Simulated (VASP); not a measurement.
B:

```
B
1.0
     3.33335    0.00000    0.00000
    -1.66667    2.88676    0.00000
     0.00000    0.00000    2.04334
B
3
Direct
  0.00000 0.00000 0.00000
  0.33333 0.66667 0.50000
  0.66667 0.33333 0.50000
```

* Program: VASP 6.6.1
* Task: relaxation of cell and atoms
* Functional: PBEsol
* Potentials or basis: VASP PAW PBE potentials, release 64 (B)
* Cutoff: 600 eV
* k mesh: 11 × 11 × 15
* Occupations: fermi-dirac, width 0.1 eV
* Spin: no spin polarisation

At the start: pressure -15.6 GPa; volume 6.55 Å³/atom.

Question: Where does the relaxation end?

Answer: Over 34 steps the energy falls by 584.0 meV/atom and the volume is 6.60 Å³/atom (+0.7 %); space group P6/mmm (No. 191, to 0.05 Å).

Step by step:
```tsv
step	energy change (eV)	largest force (eV/Å)	pressure (GPa)	volume (Å³)
1	0.0000	0.0000	-15.65	19.66
2	-0.0717	0.0000	4.92	17.90
3	-0.0765	0.0000	0.27	18.23
4	-0.0765	0.0000	-0.11	18.25
5	-0.0777	0.0000	-0.10	18.26
6	-0.0793	0.0000	0.14	18.28
7	-0.0797	0.0000	0.35	18.28
8	-0.0810	0.0000	0.90	18.30
9	-0.0927	0.0000	2.21	18.31
10	-0.1825	0.0000	5.00	18.32
11	-0.4946	0.0000	10.52	18.24
12	-1.5373	0.0000	27.91	17.72
13	4.2851	0.0000	177.50	15.48
14	-1.5295	0.0000	35.16	17.55
15	-1.5453	0.0000	33.25	17.59
16	-1.5454	0.0000	33.26	17.59
17	-1.5456	0.0000	33.30	17.59
18	-1.5458	0.0000	33.38	17.60
19	-1.5456	0.0000	33.54	17.61
20	-1.5458	0.0000	33.43	17.60
21	-1.5460	0.0000	33.41	17.60
22	-1.5467	0.0000	33.34	17.61
23	-1.5481	0.0000	33.22	17.61
24	-1.5509	0.0000	32.94	17.63
25	-1.5564	0.0000	32.41	17.65
26	-1.5671	0.0000	31.37	17.71
27	-1.5876	0.0000	29.30	17.82
28	-1.6247	0.0000	25.31	18.04
29	-1.6839	0.0000	17.85	18.48
30	-1.7463	0.0000	4.79	19.40
31	-1.7519	0.0000	0.30	19.76
32	-1.7519	0.0000	-0.22	19.81
33	-1.7520	0.0000	-0.19	19.81
34	-1.7520	0.0000	-0.08	19.79
```

Final structure:
```
B
1.0
     2.85387    0.00000    0.00000
    -1.42694    2.47153    0.00000
     0.00000    0.00000    2.80641
B
3
Direct
  0.00000 0.00000 0.00000
  0.33333 0.66667 0.50000
  0.66667 0.33333 0.50000
```

Caveat: the PAW data sets were made with another functional, which shifts forces and pressure a little.
